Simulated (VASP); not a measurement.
Write the native input for VASP 6.6.1 that does the following.

- Task: single point
- Functional: r2SCAN
- Potentials or basis: VASP PAW PBE potentials, release 64 (Pb_d, Te)
- Cutoff: 520 eV
- k mesh: 6 × 6 × 4
- Occupations: fermi-dirac, width 0.02 eV
- Spin: no spin polarisation
- Dipole correction: no
- Further INCAR settings: ALGO = Normal; EDIFF = 1e-06; NBANDS = 28

Crystal: TePb.

```
Pb Te
1.0
     4.54395    0.00000    0.00000
    -2.27198    3.93518    0.00000
     0.00000    0.00000    7.92576
Pb Te
2 2
Cartesian
  0.0000 0.0000 0.0000
  0.0000 0.0000 3.9629
  0.0000 2.6235 1.9814
  2.2720 1.3117 5.9443
```

One way to write it, as run:

POSCAR

```
TePb
1.0
    4.5439515247      0.0000000000      0.0000000000
   -2.2719757624      3.9351774539      0.0000000000
    0.0000000000      0.0000000000      7.9257636462
Pb Te
2 2
Direct
    0.0000000000      0.0000000000      0.0000000000
    0.0000000000      0.0000000000      0.5000000000
    0.3333333333      0.6666666667      0.2500000000
    0.6666666667      0.3333333333      0.7500000000
```

INCAR.step1

```
SYSTEM = TePb
PREC = Accurate
ENCUT = 520
ISMEAR = -1
SIGMA = 0.02
LREAL = .False.
LASPH = .True.
NELM = 100
NBANDS = 28
GGA = PE
ALGO = Normal
EDIFF = 1E-4
LWAVE = .True.
LCHARG = .False.
```

INCAR.step2

```
SYSTEM = TePb
PREC = Accurate
ENCUT = 520
EDIFF = 1E-6
ISMEAR = -1
SIGMA = 0.02
LREAL = .False.
LASPH = .True.
NELM = 100
ALGO = Normal
ISIF = 2
LWAVE = .False.
LCHARG = .True.
METAGGA = R2SCAN
LMIXTAU = .True.
LELF = .True.
LVHAR = .True.
NBANDS = 28
ISTART = 1
```

KPOINTS

```
Automatic mesh
0
Gamma
  6 6 4
  0 0 0
```

Potentials or basis: VASP PAW PBE potentials, release 64 (Pb_d, Te).

The run is started by

```bash
$ cat potpaw_PBE.64/Pb_d/POTCAR potpaw_PBE.64/Te/POTCAR > POTCAR
$ cp INCAR.step1 INCAR
$ mpirun -np 1 vasp_std > vasp.out
$ cp INCAR.step2 INCAR
$ mpirun -np 1 vasp_std > vasp.out
```

Results of the run:

```json
{
 "Pressure": "0.0 GPa",
 "Band gap on the k mesh": "0.38 eV, indirect (least direct gap 0.48 eV)"
}
```

Caveat: the PAW data sets were made with another functional, which shifts forces and pressure a little; spin-orbit coupling is left out, which moves the levels of the heavy elements.

Wall time 3 min on 1 thread of Intel(R) Xeon(R) 6975P-C (Granite Rapids) (shared host), peak memory 0.33 GiB.
